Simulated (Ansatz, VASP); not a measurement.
**F: VASP beside Ansatz**

File INCAR:

```
SYSTEM = F
ALGO     = Normal         ! electronic algorithm
EDIFF    = 1E-6           ! SCF threshold, eV
ENCUT    = 520            ! plane-wave cutoff, eV
GGA      = CA             ! functional
ISIF     = 2              ! what is computed and relaxed
ISMEAR   = -1             ! smearing method
LASPH    = .True.         ! aspherical terms in the spheres
LCHARG   = .False.        ! write CHGCAR
LREAL    = .False.        ! projectors in reciprocal space
LWAVE    = .False.        ! write WAVECAR
NBANDS   = 10             ! bands
NELM     = 60             ! most SCF steps
PREC     = Accurate       ! precision mode
SIGMA    = 0.05           ! smearing width, eV
```

The input KPOINTS:

```
k-points
0
Gamma
  17 17 17
  0 0 0
```

The input POSCAR:

```
F
1.0
    0.0000000000      1.5859863866      1.5859863866
    1.5859863866      0.0000000000      1.5859863866
    1.5859863866      1.5859863866      0.0000000000
F
1
Direct
    0.0000000000      0.0000000000      0.0000000000
```

Input for Ansatz:

```yaml
crystal:
  lattice:
    - [0.0, 1.5859863866, 1.5859863866]
    - [1.5859863866, 0.0, 1.5859863866]
    - [1.5859863866, 1.5859863866, 0.0]
  atoms:
    - { symbol: F, position: [0.0, 0.0, 0.0] }
kpoints:
  mp_grid: { grid: [17, 17, 17] }
scf:
  occupations: { method: fermi_dirac, width: 0.05 }
hamiltonian:
  xc: lda
  pseudopotentials: { kind: paw }
output:
  forces: true
  stress: true
  eigenvalues: true
  populations: true
```

Change from the starting cell: volume scaled by 0.95, PAW files.

Alike in both runs: task single point; functional LDA; k mesh 17 × 17 × 17; occupations fermi-dirac, width 0.05 eV; no spin polarisation.

|  | VASP | Ansatz |
| --- | --- | --- |
| version | VASP 6.6.1 | Ansatz 0.2.0 |
| potentials or method | VASP PAW LDA potentials, release 64 (F) | PAW with Ansatz's default frozen-core files, scalar-relativistic |
| plane-wave cutoff (eV) | 520 | 420 |
| valence electrons in the cell | 7 | 7 |

|  | VASP | Ansatz | Ansatz less VASP |
| --- | --- | --- | --- |
| pressure (GPa) | 5.2 | 5.9 | +0.69 |

LDA's correlation is that of Perdew and Zunger in VASP and of Perdew and Wang (1992) in Ansatz.
